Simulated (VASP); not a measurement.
# Na (I4/mmm) in VASP: a series of runs

The runs below take Na through single point, relaxation of cell and atoms, with PBEsol.

All numbers are computed with VASP 6.6.1; they aren't measurements. Logs are shortened: lines on timing, memory, paths and dates and some standing lists are left out, and cuts for length are marked.

### Step 1. The cell of the first run

It takes space group I4/mmm (No. 139, tetragonal). The conventional cell has a = 3.727 Å, b = 3.727 Å, c = 5.224 Å, α = 90.00°, β = 90.00°, γ = 90.00°. Within 4.9 Å of Na (site symmetry 4/mmm) lie 12 Na at 3.71 to 3.73 Å.

### Step 2. Single point, PBEsol

Input file INCAR:

```
SYSTEM = Na
PREC = Accurate
ENCUT = 520
EDIFF = 1E-7
ISMEAR = 0
SIGMA = 0.15
LREAL = .False.
LASPH = .True.
NELM = 100
ALGO = Normal
ISIF = 2
LWAVE = .False.
LCHARG = .True.
GGA = PS
LELF = .True.
LVHAR = .True.
NBANDS = 10
```

Input file KPOINTS:

```
Automatic mesh
0
Gamma
  16 16 16
  0 0 0
```

Input file POSCAR:

```
Na
1.0
   -1.8635719553      1.8635719553      2.6120919067
    1.8635719553     -1.8635719553      2.6120919067
    1.8635719553      1.8635719553     -2.6120919067
Na
1
Direct
    0.0000000000      0.0000000000      0.0000000000
```

Potentials or basis: VASP PAW PBE potentials, release 64 (Na_pv).

Run with:

```bash
cat potpaw_PBE.64/Na_pv/POTCAR > POTCAR
mpirun -np 1 vasp_std > vasp.out
```

OUTCAR:

```text
SYSTEM = Na
   PREC = Accurate
   ENCUT = 520
   EDIFF = 1E-7
   ISMEAR = 0
   LREAL = .False.
   LASPH = .True.
   NELM = 100
   ISIF = 2
   GGA = PS

 ion  position               nearest neighbor table
   1  0.000  0.000  0.000-

  LATTYP: Found a body centered tetragonal cell.
 ALAT       =     3.7271439106
 C/A-ratio  =     1.4016587335

  Lattice vectors:

 A1 = (  -1.8635719553,   1.8635719553,   2.6120919067)
 A2 = (   1.8635719553,  -1.8635719553,   2.6120919067)
 A3 = (   1.8635719553,   1.8635719553,  -2.6120919067)

Analysis of symmetry for initial positions (statically):
=====================================================================
 Subroutine PRICEL returns:
 Original cell was already a primitive cell.

 Routine SETGRP: Setting up the symmetry group for a
 body centered tetragonal supercell.

 Subroutine GETGRP returns: Found 16 space group operations
 (whereof 16 operations were pure point group operations)
 out of a pool of 16 trial point group operations.

The static configuration has the point symmetry D_4h.

Analysis of symmetry for dynamics (positions and initial velocities):
=====================================================================
 Subroutine PRICEL returns:
 Original cell was already a primitive cell.

 Routine SETGRP: Setting up the symmetry group for a
 body centered tetragonal supercell.

 Subroutine GETGRP returns: Found 16 space group operations
 (whereof 16 operations were pure point group operations)
 out of a pool of 16 trial point group operations.

The dynamic configuration has the point symmetry D_4h.

 Subroutine INISYM returns: Found 16 space group operations
 (whereof 16 operations are pure point group operations),
 and found     1 'primitive' translations

----------------------------------------------------------------------------------------

                                     Primitive cell

  volume of cell :      36.2861

  direct lattice vectors                    reciprocal lattice vectors
    -1.863571955  1.863571955  2.612091907     0.000000000  0.268301956  0.191417461
     1.863571955 -1.863571955  2.612091907     0.268301956  0.000000000  0.191417461
     1.863571955  1.863571955 -2.612091907     0.268301956  0.268301956  0.000000000

  length of vectors
     3.710636737  3.710636737  3.710636737     0.329585472  0.329585472  0.379436264

  position of ions in fractional coordinates (direct lattice)
     0.000000000  0.000000000  0.000000000

  ion indices of the primitive-cell ions
   primitive index   ion index
                 1           1

----------------------------------------------------------------------------------------

 KPOINTS: Automatic mesh

Automatic generation of k-mesh.
 Grid dimensions read from file:
 generate k-points for:   16   16   16

 Generating k-lattice:

  Cartesian coordinates                     Fractional coordinates (reciprocal lattice)
     0.000000000  0.016768872  0.011963591     0.062500000  0.000000000  0.000000000
     0.016768872  0.000000000  0.011963591     0.000000000  0.062500000  0.000000000
     0.016768872  0.016768872  0.000000000     0.000000000  0.000000000  0.062500000

  Length of vectors
     0.020599092  0.020599092  0.023714767

  Shift w.r.t. Gamma in fractional coordinates (k-lattice)
     0.000000000  0.000000000  0.000000000

 Subroutine IBZKPT returns following result:
 ===========================================

 Found    349 irreducible k-points:

 Following reciprocal coordinates:
            Coordinates               Weight
  0.000000  0.000000  0.000000      1.000000
  0.062500  0.000000  0.000000      8.000000
  0.125000  0.000000  0.000000      8.000000
  0.187500 -0.000000  0.000000      8.000000
  0.250000  0.000000  0.000000      8.000000
  0.312500  0.000000  0.000000      8.000000
[... 16 lines left out ...]
 -0.125000  0.062500  0.000000     16.000000
 -0.062500  0.062500  0.000000      4.000000
 [... further k-points ...]
   k-points           NKPTS =    349   k-points in BZ     NKDIM =    349   number of bands    NBANDS=     10
   number of dos      NEDOS =    301   number of ions     NIONS =      1
   total plane-waves  NPLWV =  21952
   dimension x,y,z NGX =    28 NGY =   28 NGZ =   28
   dimension x,y,z NGXF=    56 NGYF=   56 NGZF=   56
   ions per type =               1
   NGX,Y,Z   is equivalent  to a cutoff of  12.54, 12.54, 12.54 a.u.
   NGXF,Y,Z  is equivalent  to a cutoff of  25.09, 25.09, 25.09 a.u.
 SYSTEM =  Na
   PREC   = accura    normal or accurate (medium, high low for compatibility)
   ISTART =      0    job   : 0-new  1-cont  2-samecut
   ICHARG =      2    charge: 1-file 2-atom 10-const
   ISPIN  =      1    spin polarized calculation?
   LNONCOLLINEAR =      F non collinear calculations
   LSORBIT =      F    spin-orbit coupling
   LASPH  =      T    aspherical Exc in radial PAW
   ENCUT  =  520.0 eV  38.22 Ry    6.18 a.u.   6.90  6.90  6.90*2*pi/ulx,y,z
   NELM   =    100;   NELMIN=  2; NELMDL= -5     # of ELM steps
   EDIFF  = 0.1E-06   stopping-criterion for ELM
   LREAL  =      F    real-space projection
   EDIFFG = 0.1E-05   stopping-criterion for IOM
   NSW    =      0    number of steps for IOM
   IBRION =     -1    ionic relax: 0-MD 1-quasi-New 2-CG
   NFREE  =      0    steps in history (QN), initial steepest desc. (CG)
   ISIF   =      2    stress and relaxation
   ISYM   =      2    0-nonsym 1-usesym 2-fastsym
   POTIM  = 0.5000    time-step for ionic-motion
   TEBEG  =    0.0;   TEEND  =   0.0 temperature during run
   PSTRESS=    0.0 pullay stress
   NELECT =       7.0000    total number of electrons
   NUPDOWN=      -1.0000    fix difference up-down
   EMIN   =  10.00;   EMAX   =-10.00  energy-range for DOS
   EFERMI =   0.00;   METHOD = LEGACY
   ISMEAR =     0;   SIGMA  =   0.15  broadening in eV -4-tet -1-fermi 0-gaus
   EFERMI_NEDOS =   21; number of points for ismear=-14 and -15
   IALGO  =     38    algorithm
   IMIX   =      4    mixing-type and parameters
     AMIX     =   0.40;   BMIX     =  1.00
     AMIX_MAG =   1.60;   BMIX_MAG =  1.00
  volume/ion in A,a.u.               =      36.29       244.87
  Fermi-wavevector in a.u.,A,eV,Ry     =   0.945933  1.787555 12.174358  0.894790
  Thomas-Fermi vector in A             =   2.073883
   LORBIT       =      0    0 simple, 1 ext, 2 COOP (PROOUT), +10 PAW based schemes
   GGA     = PS    functional components
   LHFCALC =     F    Hartree Fock is set to
   AEXX    =    0.0000 exact exchange contribution
   IVDW    =     0    specifies the selected vdW correction
   LEPSILON=     F    determine dielectric tensor
   LRPA    =     F    only Hartree local field effects (RPA)
 non-spin polarized calculation
 Gauss-broadening in eV      SIGMA  =   0.15
  energy-cutoff  :      520.00
  volume of cell :       36.29
 maximum number of plane-waves:       991
   NGX = 13   NGY = 13   NGZ = 13

 number of electron       7.0000001 magnetization

 Free energy of the ion-electron system (eV)
  ---------------------------------------------------
  ext. energy  EPLUGINS =         0.00000000
  ---------------------------------------------------
  free energy    TOTEN  =        -1.40317849 eV

  energy without entropy =       -1.39839898  energy(sigma->0) =       -1.40078874

 E-fermi :   0.3751     XC(G=0):  -6.5575

 val. band max:        0.3704138142   @ k =  -0.2500  -0.4375   0.1875
 cond. band min:       0.4297463991   @ k =  -0.3750   0.3750   0.1250
 fundamental gap:      0.0593325849
 Fermi energy:         0.3750705992

 k-point     1 :       0.0000    0.0000    0.0000
  band No.  band energies     occupation
      1     -24.3978      2.00000
      2     -24.3978      2.00000
      3     -24.3978      2.00000
      4      -2.9576      2.00000
      5      11.5799      0.00000
      6      11.5799      0.00000
      7      11.6114      0.00000
      8      12.6973      0.00000
      9      13.2375      0.00000
     10      13.2376      0.00000

 k-point     2 :       0.0625    0.0000    0.0000
  band No.  band energies     occupation
      1     -24.3993      2.00000
      2     -24.3980      2.00000
      3     -24.3980      2.00000
      4      -2.8915      2.00000
      5      10.4786      0.00000
      6      11.4373      0.00000
      7      11.4656      0.00000
      8      12.8335      0.00000
      9      13.4758      0.00000
     10      13.4815      0.00000

 k-point     3 :       0.1250    0.0000    0.0000
  band No.  band energies     occupation
      1     -24.4035      2.00000
      2     -24.3986      2.00000
      3     -24.3985      2.00000
      4      -2.6938      2.00000
      5       8.9292      0.00000
      6      11.1582      0.00000
      7      11.2006      0.00000
      8      12.5396      0.00000
      9      14.0210      0.00000
     10      14.0270      0.00000

 k-point     4 :       0.1875   -0.0000    0.0000
  band No.  band energies     occupation
      1     -24.4097      2.00000
      2     -24.3995      2.00000
      3     -24.3994      2.00000
      4      -2.3661      2.00000
      5       7.4054      0.00000
      6      10.8943      0.00000
      7      10.9519      0.00000
      8      12.2207      0.00000
      9      13.9099      0.00000
     10      14.0763      0.00000
[... 222 lines left out ...]
 k-point    22 :      -0.1875    0.0625   -0.0000
  band No.  band energies     occupation
      1     -24.4078      2.00000
      2     -24.3999      2.00000
      3     -24.3994      2.00000
      4      -2.4331      2.00000
      5       7.9438      0.00000
      6      10.3310      0.00000
      7      10.7998      0.00000
      8      12.7474      0.00000
      9      13.3380      0.00000
     10      13.9046      0.00000

 k-point    23 :      -0.1250    0.0625    0.0000
  band No.  band energies     occupation
      1     -24.4023      2.00000
      2     -24.3990      2.00000
      3     -24.3987      2.00000
      4      -2.7168      2.00000
      5       9.4524      0.00000
      6      10.6462      0.00000
      7      11.0095      0.00000
      8      12.6788      0.00000
      9      13.6086      0.00000
     10      14.2234      0.00000

 k-point    24 :      -0.0625    0.0625    0.0000
  band No.  band energies     occupation
      1     -24.3992      2.00000
      2     -24.3983      2.00000
      3     -24.3983      2.00000
      4      -2.8701      2.00000
      5      10.7618      0.00000
      6      11.0268      0.00000
      7      11.0493      0.00000
      8      12.7646      0.00000
      9      13.6838      0.00000
     10      13.9495      0.00000

 [... further k-points ...]
[... 5 lines left out ...]
  --------------------------------------------------------------------------------------
  -------------------------------------------------------------------------------------
  Total        0.0008957      0.0008957      0.0060464      0.0000000     -0.0000000      0.0000000
  in kB        0.0395479      0.0395479      0.2669748      0.0000000     -0.0000000      0.0000000
  external PRESSURE =       0.1153569 kB  Pullay stress =       0.0000000 kB

 VOLUME and BASIS-vectors are now :
 -----------------------------------------------------------------------------
  energy-cutoff  :      520.00
  volume of cell :       36.29
      direct lattice vectors                 reciprocal lattice vectors
    -1.863571955  1.863571955  2.612091907     0.000000000  0.268301956  0.191417461
     1.863571955 -1.863571955  2.612091907     0.268301956  0.000000000  0.191417461
     1.863571955  1.863571955 -2.612091907     0.268301956  0.268301956  0.000000000

 POSITION                                       TOTAL-FORCE (eV/Angst)
 -----------------------------------------------------------------------------------
      0.00000      0.00000      0.00000         0.000000      0.000000      0.000000
 -----------------------------------------------------------------------------------
    total drift:                               -0.000000     -0.000000     -0.000000

  FREE ENERGIE OF THE ION-ELECTRON SYSTEM (eV)
  ---------------------------------------------------
  free  energy   TOTEN  =        -1.4031784942 eV

  energy  without entropy=       -1.3983989818  energy(sigma->0) =       -1.40078874
```

Run time: 31 s. Hardware: 1 thread of Intel Xeon 6975P-C (Granite Rapids), shared host; peak memory 0.22 GiB.

Results:

- Free energy: -1.4032 eV
- Pressure: 0.0 GPa

Levels at points of the mesh, in eV from the Fermi level:
```csv
k point,band 1,band 2,band 3,band 4,band 5,band 6,band 7,band 8,band 9
"(0.00, 0.00, 0.00)",-24.77,-24.77,-24.77,-3.33,11.20,11.20,11.24,12.32,12.86
"(0.50, 0.00, 0.00)",-24.81,-24.78,-24.78,0.54,0.98,10.17,10.29,11.28,11.30
"(0.50, 0.50, 0.00)",-24.81,-24.79,-24.79,1.74,2.31,6.34,7.26,7.27,9.33
"(0.50, 0.50, 0.50)",-24.81,-24.79,-24.79,1.84,2.40,6.26,7.17,7.17,9.25
```

Caveat: the PAW data sets were made with another functional, which shifts forces and pressure a little.

### Step 3. Single point, PBEsol

Input file INCAR:

```
SYSTEM = Na
PREC = Accurate
ENCUT = 520
EDIFF = 1E-6
ISMEAR = 0
SIGMA = 0.1
LREAL = .FALSE.
LASPH = .TRUE.
NELM = 100
ALGO = Normal
ISIF = 2
LWAVE = .FALSE.
LCHARG = .FALSE.
GGA = PS
NBANDS = 10
```

Input file KPOINTS:

```
Automatic mesh
0
G
  16 16 16
  0 0 0
```

POSCAR is that of step 2.

Potentials or basis: VASP PAW PBE potentials, release 64 (Na_pv).

Run with:

```bash
cat potpaw_PBE.64/Na_pv/POTCAR > POTCAR
mpirun -np 1 vasp_std > vasp.out
```

Run time: 26 s. Hardware: 1 thread of Intel Xeon 6975P-C (Granite Rapids), shared host; peak memory 0.22 GiB.

It converged, with:

- Free energy: -1.4019 eV
- Pressure: 0.0 GPa

Levels at points of the mesh, in eV from the Fermi level:
| k point | band 2 | band 3 | band 4 | band 5 | band 6 | band 7 |
| --- | --- | --- | --- | --- | --- | --- |
| (0.00, 0.00, 0.00) | -24.77 | -24.77 | -3.33 | 11.21 | 11.21 | 11.24 |
| (0.50, 0.00, 0.00) | -24.77 | -24.77 | 0.54 | 0.99 | 10.18 | 10.30 |
| (0.50, 0.50, 0.00) | -24.78 | -24.78 | 1.75 | 2.32 | 6.35 | 7.27 |
| (0.50, 0.50, 0.50) | -24.78 | -24.78 | 1.84 | 2.40 | 6.27 | 7.17 |

Caveat: the PAW data sets were made with another functional, which shifts forces and pressure a little.

### Step 4. Relaxation of cell and atoms, PBEsol

This run uses another cell than the first one, of 37.61 Å³/atom, 1.037 times its volume.

Input file INCAR:

```
  PREC = Accurate
  ENCUT = 600
  EDIFF = 1E-6
  ISMEAR = 0
  SIGMA = 0.1
  LREAL = F
  LASPH = T
  NELM = 100
  ALGO = Normal
  ISIF = 3
  LWAVE = F
  LCHARG = F
  GGA = PS
  IBRION = 2
  NSW = 100
  EDIFFG = -0.005
```

Input file KPOINTS:

```
Automatic mesh
0
Gamma
  16 16 16
```

Input file POSCAR:

```
Na
1.0
   -1.8882910800      1.8882910800      2.6372766800
    1.8882910800     -1.8882910800      2.6372766800
    1.8882910800      1.8882910800     -2.6372766800
Na
1
Direct
    0.0000000000      0.0000000000      0.0000000000
```

Run with:

```bash
cat potpaw_PBE.64/Na_pv/POTCAR > POTCAR
mpirun -np 1 vasp_std > vasp.out
```

Wall time 3.4 min (1 thread of Intel Xeon 6975P-C (Granite Rapids), shared host); peak memory 0.23 GiB.

It converged, with:

* Free energy: -1.4021 eV
* Relaxed volume: 36.19 Å³/atom
* Relaxed cell: a = 3.712 Å, b = 3.712 Å, c = 3.712 Å, α = 119.98°, β = 119.98°, γ = 90.04°
* Space group after relaxing (to 0.05 Å): Fm-3m (No. 225)
* Energy gained by relaxing: 1.2 meV/atom
* Ionic steps: 15
* Pressure after relaxing: 0.0 GPa

Step by step:
```tsv
step	energy change (eV)	largest force (eV/Å)	pressure (GPa)	volume (Å³)
1	0.0000	0.0000	-0.28	37.61
2	-0.0005	0.0000	-0.16	37.26
3	-0.0008	0.0000	-0.13	37.03
4	-0.0011	0.0000	-0.07	36.58
5	-0.0009	0.0000	0.11	35.70
6	-0.0012	0.0000	-0.08	36.23
7	-0.0011	0.0000	0.10	35.96
8	-0.0011	0.0000	0.01	36.12
9	-0.0011	0.0000	0.02	36.15
10	-0.0011	0.0000	0.00	36.19
11	-0.0012	0.0000	0.02	36.19
12	-0.0012	0.0000	0.02	36.19
13	-0.0012	0.0000	0.02	36.19
14	-0.0012	0.0000	0.02	36.19
15	-0.0012	0.0000	0.01	36.19
```

Final structure:
```cif
data_structure
_symmetry_space_group_name_H-M 'P 1'
_symmetry_Int_Tables_number 1
_cell_length_a 3.7123
_cell_length_b 3.7123
_cell_length_c 3.7123
_cell_angle_alpha 119.977
_cell_angle_beta 119.977
_cell_angle_gamma 90.040
_cell_volume 36.19
loop_
_atom_site_label
_atom_site_type_symbol
_atom_site_fract_x
_atom_site_fract_y
_atom_site_fract_z
_atom_site_occupancy
Na1 Na 0.00000 0.00000 0.00000 1
```

Levels at points of the mesh, in eV from the Fermi level:
| k point | band 1 | band 2 | band 3 | band 4 | band 5 | band 6 | band 7 |
| --- | --- | --- | --- | --- | --- | --- | --- |
| (0.00, 0.00, 0.00) | -24.77 | -24.77 | -24.77 | -3.33 | 11.24 | 11.24 | 11.24 |
| (0.50, 0.00, 0.00) | -24.80 | -24.77 | -24.77 | 0.54 | 0.99 | 10.25 | 10.26 |
| (0.50, 0.50, 0.00) | -24.80 | -24.78 | -24.78 | 1.78 | 2.35 | 6.33 | 7.26 |
| (0.50, 0.50, 0.50) | -24.80 | -24.78 | -24.78 | 1.79 | 2.35 | 6.32 | 7.25 |

Caveat: the PAW data sets were made with another functional, which shifts forces and pressure a little.

### Step 5. Overview

| task | cell | cutoff (eV) | smearing | gap on the mesh (eV) | pressure (GPa) |
| --- | --- | --- | --- | --- | --- |
| single point | a = 3.711 Å, angles 119.7, 119.7, 90.5°, 1 atom | 520 | gaussian 0.15 eV | none | 0.0 |
| single point | a = 3.711 Å, angles 119.7, 119.7, 90.5°, 1 atom | 520 | gaussian 0.1 eV | none | 0.0 |
| relaxation of cell and atoms | relaxed from a = 3.753 Å, angles 119.6, 119.6, 90.7°, 1 atom | 600 | gaussian 0.1 eV | none | 0.0 |

Alike in all rows: level PBEsol; potentials or basis VASP PAW PBE potentials, release 64 (Na_pv); no spin polarisation; k mesh 16 × 16 × 16.

Caveats: the PAW data sets were made with another functional, which shifts forces and pressure a little.

Total energies depend on the potentials used, so only differences within one code and one set of settings carry meaning.
